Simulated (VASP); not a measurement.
Here is a VASP 6.6.1 calculation.

The input INCAR:

```
PREC = Accurate
ENCUT = 600
EDIFF = 1E-6
ISMEAR = 0
SIGMA = 0.01
LREAL = False
LASPH = True
NELM = 120
ALGO = Normal
ISIF = 2
LWAVE = False
LCHARG = False
GGA = RP
NBANDS = 15
GGA_COMPAT = False
```

The input KPOINTS:

```
regular mesh
0
Gamma
  6 6 6
```

File POSCAR:

```
YN
1.0
    0.0000000000      2.4705011945      2.4705011945
    2.4705011945      0.0000000000      2.4705011945
    2.4705011945      2.4705011945      0.0000000000
Y N
1 1
Direct
    0.0000000000      0.0000000000      0.0000000000
    0.5000000000      0.5000000000      0.5000000000
```

Potentials or basis: VASP PAW PBE potentials, release 64 (Y_sv, N).

Run with:

```sh
$ cat potpaw_PBE.64/Y_sv/POTCAR potpaw_PBE.64/N/POTCAR > POTCAR
$ mpirun -np 1 vasp_std > vasp.out
```

Task: What does it give for the pressure?

Result: -0.2 GPa.

Task: Estimate the band gap on the k mesh.

Result: 0.28 eV, indirect (least direct gap 0.69 eV).

Caveat: the PAW data sets were made with another functional, which shifts forces and pressure a little. A k mesh can miss the band edges.
